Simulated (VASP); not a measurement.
Set up this calculation in VASP 6.6.1, as the native input.

- Task: single point
- Functional: PBE
- Potentials or basis: VASP PAW PBE potentials, release 64 (In_d, Ge_d)
- Cutoff: 520 eV
- k mesh: 16 × 16 × 16
- Occupations: gaussian, width 0.1 eV
- Spin: no spin polarisation
- Dipole correction: no
- Further INCAR settings: ALGO = Fast; EDIFF = 1e-06; NBANDS = 27

The structure of In2Ge lies in POSCAR:

```
In2Ge
1.0
   -1.9100527949      1.9100527949      5.0508291396
    1.9100527949     -1.9100527949      5.0508291396
    1.9100527949      1.9100527949     -5.0508291396
In Ge
2 1
Direct
    0.6584418403      0.6584418403      0.0000000000
    0.3415581597      0.3415581597      0.0000000000
    0.0000000000      0.0000000000      0.0000000000
```

These files were run (other wordings do the same):

INCAR

```
SYSTEM = In2Ge
PREC     = Accurate       ! precision mode
ENCUT    = 520            ! plane-wave cutoff, eV
EDIFF    = 1E-6           ! SCF threshold, eV
ISMEAR   = 0              ! smearing method
SIGMA    = 0.1            ! smearing width, eV
LREAL    = .False.        ! projectors in reciprocal space
LASPH    = .True.         ! aspherical terms in the spheres
NELM     = 80             ! most SCF steps
ALGO     = Fast           ! electronic algorithm
ISIF     = 2              ! what is computed and relaxed
LWAVE    = .False.        ! write WAVECAR
LCHARG   = .False.        ! write CHGCAR
GGA      = PE             ! functional
NBANDS   = 27             ! bands
```

KPOINTS

```
Automatic mesh
0
Gamma
  16 16 16
  0 0 0
```

Potentials or basis: VASP PAW PBE potentials, release 64 (In_d, Ge_d).

Launch:

```bash
$ cat potpaw_PBE.64/In_d/POTCAR potpaw_PBE.64/Ge_d/POTCAR > POTCAR
$ mpirun -np 1 vasp_std > vasp.out
```

It gave:

| Property | Result |
| --- | --- |
| Pressure | 0.0 GPa |
| Largest force | 0.006 eV/Å |
| Band gap on the k mesh | zero (bands 20 and 21 overlap by 3.85 eV) |

Caveat: spin-orbit coupling is left out, which moves the levels of the heavy elements.

Wall time 15 min on 1 thread of Intel(R) Xeon(R) 6975P-C (Granite Rapids) (shared host), peak memory 0.8 GiB.
